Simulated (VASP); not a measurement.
# Na7YF8 (a cell with a defect) in VASP: single point with PBE0

Aim: the single point of Na7YF8 (a cell with a defect) with PBE0.

All numbers are computed with VASP 6.6.1; they aren't measurements. Logs are shortened: lines on timing, memory, paths and dates and some standing lists are left out, and cuts for length are marked.

## Step 1: The cell of the first run

The cell holds a defect, 16 atoms: a = 9.260 Å, b = 4.630 Å, c = 4.630 Å, α = 90.00°, β = 90.00°, γ = 90.00°.

## Step 2: Single point, PBE0

Input file POSCAR:

```
Na7YF8
1.0
    9.2600000000      0.0000000000      0.0000000000
    0.0000000000      4.6300000000      0.0000000000
    0.0000000000      0.0000000000      4.6300000000
F Na Y
8 7 1
Direct
    0.2427240000      0.9846860000      0.0081170000
    0.7509760000      0.0175880000      0.9959830000
    0.0146390000      0.4820010000      0.9960580000
    0.4954030000      0.5348330000      0.0137800000
    0.0063610000      0.0193520000      0.4725850000
    0.4988810000      0.9733380000      0.4876560000
    0.2426600000      0.5064770000      0.5046610000
    0.7481530000      0.5394220000      0.4769170000
    0.9908620000      0.9701900000      0.0495120000
    0.5051900000      0.0283370000      0.9842970000
    0.2390520000      0.4933080000      0.9912800000
    0.7422360000      0.4986470000      0.9870100000
    0.2483650000      0.0180280000      0.5022680000
    0.7455270000      0.9810130000      0.4933520000
    0.9932130000      0.5257620000      0.5268810000
    0.5041370000      0.4956880000      0.5065850000
```

Input file INCAR.step1:

```
ALGO = Normal
EDIFF = 1E-5
ENCUT = 520
GGA = PE
ISIF = 2
ISMEAR = -1
LASPH = T
LREAL = Auto
LWAVE = T
NBANDS = 72
NELECT = 114.0
NELM = 80
PREC = Accurate
SIGMA = 0.05
```

Input file INCAR.step2:

```
AEXX = 0.25
ALGO = Normal
EDIFF = 1E-6
ENCUT = 520
GGA = PE
ISIF = 2
ISMEAR = -1
ISTART = 1
LASPH = T
LCHARG = T
LELF = T
LHFCALC = T
LREAL = Auto
LVHAR = T
LWAVE = F
NBANDS = 72
NELECT = 114.0
NELM = 80
PREC = Accurate
PRECFOCK = Fast
SIGMA = 0.05
```

Input file KPOINTS:

```
k-points
0
Gamma
  2 2 1
```

Potentials or basis: VASP PAW PBE potentials, release 64 (F, Na_pv, Y_sv).

Command:

```bash
cat potpaw_PBE.64/F/POTCAR potpaw_PBE.64/Na_pv/POTCAR potpaw_PBE.64/Y_sv/POTCAR > POTCAR
cp INCAR.step1 INCAR
mpirun -np 1 vasp_std > vasp.out
cp INCAR.step2 INCAR
mpirun -np 1 vasp_std > vasp.out
```

OUTCAR:

```text
AEXX = 0.25
   EDIFF = 1E-6
   ENCUT = 520
   GGA = PE
   ISIF = 2
   ISMEAR = -1
   ISTART = 1
   LASPH = T
   LHFCALC = T
   LREAL = Auto
   NELECT = 114.0
   NELM = 80
   PREC = Accurate
   PRECFOCK = Fast

 ion  position               nearest neighbor table
   1  0.243  0.985  0.008-  11 2.28  13 2.29   9 2.34  13 2.35
   2  0.751  0.018  0.996-  12 2.23   9 2.25  10 2.28  14 2.31  14 2.33
   3  0.015  0.482  0.996-  11 2.08  15 2.19   9 2.28
   4  0.495  0.535  0.014-  16 2.29  10 2.29  12 2.30  16 2.36
   5  0.006  0.019  0.473-   9 1.98  13 2.25  15 2.30
   6  0.499  0.973  0.488-  16 2.21  14 2.28  10 2.31  13 2.33  10 2.35  16 2.42
   7  0.243  0.506  0.505-  11 2.25  13 2.26  15 2.31  16 2.42
   8  0.748  0.539  0.477-  14 2.05  16 2.27  12 2.28  15 2.28
   9  0.991  0.970  0.050-   5 1.98   2 2.25   3 2.28   1 2.34
  10  0.505  0.028  0.984-   2 2.28   4 2.29   6 2.31   6 2.35  16 3.09  16 3.24  16 3.31  16 3.45

  11  0.239  0.493  0.991-   3 2.08   7 2.25   1 2.28  16 3.33  16 3.42
  12  0.742  0.499  0.987-   2 2.23   8 2.28   4 2.30  16 3.13  16 3.26
  13  0.248  0.018  0.502-   5 2.25   7 2.26   1 2.29   6 2.33   1 2.35  16 3.24  16 3.39
  14  0.746  0.981  0.493-   8 2.05   6 2.28   2 2.31   2 2.33  16 3.17  16 3.27
  15  0.993  0.526  0.527-   3 2.19   8 2.28   5 2.30   7 2.31
  16  0.504  0.496  0.507-   6 2.21   8 2.27   4 2.29   4 2.36   6 2.42   7 2.42  10 3.09  12 3.13
                            14 3.17  13 3.24  10 3.24  12 3.26  14 3.27  10 3.31  11 3.33  13 3.39

  LATTYP: Found a simple tetragonal cell.
 ALAT       =     4.6300000000
 C/A-ratio  =     2.0000000000

  Lattice vectors:

 A1 = (   0.0000000000,   4.6300000000,   0.0000000000)
 A2 = (   0.0000000000,   0.0000000000,   4.6300000000)
 A3 = (   9.2600000000,   0.0000000000,   0.0000000000)

Analysis of symmetry for initial positions (statically):
=====================================================================
 Subroutine PRICEL returns:
 Original cell was already a primitive cell.

 Routine SETGRP: Setting up the symmetry group for a
 simple tetragonal supercell.

 Subroutine GETGRP returns: Found  1 space group operations
 (whereof  1 operations were pure point group operations)
 out of a pool of 16 trial point group operations.

The static configuration has the point symmetry C_1 .

Analysis of symmetry for dynamics (positions and initial velocities):
=====================================================================
 Subroutine PRICEL returns:
 Original cell was already a primitive cell.

 Routine SETGRP: Setting up the symmetry group for a
 simple tetragonal supercell.

 Subroutine GETGRP returns: Found  1 space group operations
 (whereof  1 operations were pure point group operations)
 out of a pool of 16 trial point group operations.

The dynamic configuration has the point symmetry C_1 .

 Subroutine INISYM returns: Found  1 space group operations
 (whereof  1 operations are pure point group operations),
 and found     1 'primitive' translations

----------------------------------------------------------------------------------------

                                     Primitive cell

  volume of cell :     198.5057

  direct lattice vectors                    reciprocal lattice vectors
     9.260000000  0.000000000  0.000000000     0.107991361  0.000000000  0.000000000
     0.000000000  4.630000000  0.000000000     0.000000000  0.215982721  0.000000000
     0.000000000  0.000000000  4.630000000     0.000000000  0.000000000  0.215982721

  length of vectors
     9.260000000  4.630000000  4.630000000     0.107991361  0.215982721  0.215982721

  position of ions in fractional coordinates (direct lattice)
     0.242724000  0.984686000  0.008117000
     0.750976000  0.017588000  0.995983000
     0.014639000  0.482001000  0.996058000
     0.495403000  0.534833000  0.013780000
     0.006361000  0.019352000  0.472585000
     0.498881000  0.973338000  0.487656000
[... 8 lines left out ...]
     0.993213000  0.525762000  0.526881000
     0.504137000  0.495688000  0.506585000

  ion indices of the primitive-cell ions
   primitive index   ion index
[... 49 lines left out ...]
|                                                                             |
|        The reciprocal lattice is simple tetragonal,                         |
|        whereas your k-lattice is simple orthorhombic.                       |
|                                                                             |
|     Results are often still useful ...                                      |
|                                                                             |
 -----------------------------------------------------------------------------

 WARNING: IBZKPT: internal override: KBLOWUP is changed to .FALSE.
      ... skipping the blow-up phase ...

 Subroutine IBZKPT returns following result:
 ===========================================

 Found      4 irreducible k-points:

 Following reciprocal coordinates:
            Coordinates               Weight
  0.000000  0.000000  0.000000      1.000000
  0.500000  0.000000  0.000000      1.000000
  0.000000  0.500000  0.000000      1.000000
  0.500000  0.500000  0.000000      1.000000
   k-points           NKPTS =      4   k-points in BZ     NKDIM =      4   number of bands    NBANDS=     72
   number of dos      NEDOS =    301   number of ions     NIONS =     16
   total plane-waves  NPLWV =  90720
   dimension x,y,z NGX =    70 NGY =   36 NGZ =   36
   dimension x,y,z NGXF=   140 NGYF=   72 NGZF=   72
   ions per type =               8   7   1
   NGX,Y,Z   is equivalent  to a cutoff of  12.57, 12.93, 12.93 a.u.
   NGXF,Y,Z  is equivalent  to a cutoff of  25.13, 25.85, 25.85 a.u.
 SYSTEM =  unknown system
   PREC   = accura    normal or accurate (medium, high low for compatibility)
   ISTART =      1    job   : 0-new  1-cont  2-samecut
   ICHARG =      0    charge: 1-file 2-atom 10-const
   ISPIN  =      1    spin polarized calculation?
   LNONCOLLINEAR =      F non collinear calculations
   LSORBIT =      F    spin-orbit coupling
   LASPH  =      T    aspherical Exc in radial PAW
   ENCUT  =  520.0 eV  38.22 Ry    6.18 a.u.  17.22  8.61  8.61*2*pi/ulx,y,z
   NELM   =     80;   NELMIN=  2; NELMDL=  0     # of ELM steps
   EDIFF  = 0.1E-05   stopping-criterion for ELM
   LREAL  =      T    real-space projection
   EDIFFG = 0.1E-04   stopping-criterion for IOM
   NSW    =      0    number of steps for IOM
   IBRION =     -1    ionic relax: 0-MD 1-quasi-New 2-CG
   NFREE  =      0    steps in history (QN), initial steepest desc. (CG)
   ISIF   =      2    stress and relaxation
   ISYM   =      3    0-nonsym 1-usesym 2-fastsym
   POTIM  = 0.5000    time-step for ionic-motion
   TEBEG  =    0.0;   TEEND  =   0.0 temperature during run
   PSTRESS=    0.0 pullay stress
   NELECT =     114.0000    total number of electrons
   NUPDOWN=      -1.0000    fix difference up-down
   EMIN   =  10.00;   EMAX   =-10.00  energy-range for DOS
   EFERMI =   0.00;   METHOD = LEGACY
   ISMEAR =    -1;   SIGMA  =   0.05  broadening in eV -4-tet -1-fermi 0-gaus
   EFERMI_NEDOS =   21; number of points for ismear=-14 and -15
   IALGO  =     38    algorithm
   IMIX   =      1    mixing-type and parameters
     AMIX     =   0.40;   BMIX     =  1.00
     AMIX_MAG =   1.60;   BMIX_MAG =  1.00
  volume/ion in A,a.u.               =      12.41        83.72
  Fermi-wavevector in a.u.,A,eV,Ry     =   1.360772  2.571487 25.193925  1.851701
  Thomas-Fermi vector in A             =   2.487406
   LORBIT       =      0    0 simple, 1 ext, 2 COOP (PROOUT), +10 PAW based schemes
   GGA     = PE    functional components
   LHFCALC =     T    Hartree Fock is set to
   PRECFOCK=fast      Normal, Fast or Accurate (Low or Medium for compatibility)
   ENCUT4O =  -1.0   cutoff for four orbital integrals eV
   NKREDX  =     1    reduce k-point grid by
   NKREDY  =     1    reduce k-point grid by
   NKREDZ  =     1    reduce k-point grid by
   AEXX    =    0.2500 exact exchange contribution
   HFSCREEN=    0.0000 screening length (either q_TF or 0.3 A-1)
   HFSCREENC=   0.0000 screening length for correlation (either q_TF or 0.3 A-1)
   ENCUTFOCK=  -1.0 apply spherical cutoff to Coloumb kernel
   IVDW    =     0    specifies the selected vdW correction
   LEPSILON=     F    determine dielectric tensor
   LRPA    =     F    only Hartree local field effects (RPA)
 non-spin polarized calculation
  energy-cutoff  :      520.00
  volume of cell :      198.51
 maximum number of plane-waves:      5387
 NGX is ok and might be reduce to    70
  NGX = 40; NGY = 20; NGZ = 20

 number of electron     113.9999994 magnetization

 Free energy of the ion-electron system (eV)
  ---------------------------------------------------
  ext. energy  EPLUGINS =         0.00000000
  ---------------------------------------------------
  free energy    TOTEN  =       -95.47932816 eV

  energy without entropy =      -95.47932816  energy(sigma->0) =      -95.47932816

 E-fermi :   0.5023     XC(G=0):  -7.2573

 val. band max:       -0.7036171718   @ k =   0.0000   0.0000   0.0000
 cond. band min:       2.9149154680   @ k =   0.0000   0.0000   0.0000
 fundamental gap:      3.6185326397
 Fermi energy:         0.5022859831

 k-point     1 :       0.0000    0.0000    0.0000
  band No.  band energies     occupation
      1     -47.8544      2.00000
      2     -28.7400      2.00000
      3     -27.9185      2.00000
      4     -27.1048      2.00000
      5     -26.6074      2.00000
      6     -26.5482      2.00000
[... 277 lines left out ...]
     68      11.3927      0.00000
     69      11.5293      0.00000
 [bands above 69 left out]

------------------------ aborting loop because EDIFF is reached ----------------------------------------

  FORCE on cell =-STRESS in cart. coord.  units (eV):
  Direction    XX          YY          ZZ          XY          YZ          ZX
  --------------------------------------------------------------------------------------
  -------------------------------------------------------------------------------------
  Total      -17.2195086     -6.7895777      6.4547238      0.0346050      0.2227344      0.5805463
  in kB     -138.9819394    -54.7999768     52.0973070      0.2793032      1.7977321      4.6856996
  external PRESSURE =     -47.2282031 kB  Pullay stress =       0.0000000 kB

 VOLUME and BASIS-vectors are now :
 -----------------------------------------------------------------------------
  energy-cutoff  :      520.00
  volume of cell :      198.51
      direct lattice vectors                 reciprocal lattice vectors
     9.260000000  0.000000000  0.000000000     0.107991361  0.000000000  0.000000000
     0.000000000  4.630000000  0.000000000     0.000000000  0.215982721  0.000000000
     0.000000000  0.000000000  4.630000000     0.000000000  0.000000000  0.215982721

 POSITION                                       TOTAL-FORCE (eV/Angst)
 -----------------------------------------------------------------------------------
      2.24762      4.55910      0.03758         1.847447      0.256323     -0.219451
      6.95404      0.08143      4.61140        -1.712060     -0.034043     -0.218606
      0.13556      2.23166      4.61175        -1.116230      0.119856      0.223604
      4.58743      2.47628      0.06380         0.030271      0.286119     -0.348669
      0.05890      0.08960      2.18807        -0.519788      0.009275      1.542657
      4.61964      4.50655      2.25785         0.223621      0.596253      0.214875
[... 8 lines left out ...]
      9.19715      2.43428      2.43946         0.502047     -0.313071     -0.366677
      4.66831      2.29504      2.34549        -1.246589     -0.262792     -0.516658
 -----------------------------------------------------------------------------------
    total drift:                                0.002050      0.000988     -0.001969

  FREE ENERGIE OF THE ION-ELECTRON SYSTEM (eV)
  ---------------------------------------------------
  free  energy   TOTEN  =       -95.4793281597 eV

  energy  without entropy=      -95.4793281596  energy(sigma->0) =      -95.47932816
```

It took 24 min on 1 thread of AMD EPYC 7R43 (Zen 3), shared host; peak memory 0.32 GiB.

What came out:

- Free energy: -95.4793 eV
- Largest force: 3.517 eV/Å

Forces in eV/Å, atoms in the order of the input:
```
F    1.847  0.256 -0.219
F   -1.712 -0.034 -0.219
F   -1.116  0.120  0.224
F    0.030  0.286 -0.349
F   -0.520  0.009  1.543
F    0.224  0.596  0.215
F    3.516 -0.065 -0.072
F   -2.855 -1.147  0.386
Na   0.548  0.259 -1.540
Na  -0.554 -0.550  0.438
Na  -1.350  0.028  0.332
Na   2.441  0.089  0.178
Na  -2.106 -0.302 -0.014
Na   2.351  1.030 -0.019
Na   0.502 -0.313 -0.367
Y   -1.247 -0.263 -0.517
```

Caveat: the k points lie up to 1.36 Å⁻¹ apart, too coarse for converged energies, forces and pressures; the cell carries a net charge on a neutralising background, which shifts energy and pressure; the cell is charged against a uniform background, so pressure and absolute levels hang on convention; the PAW data sets were made with another functional, which shifts forces and pressure a little.
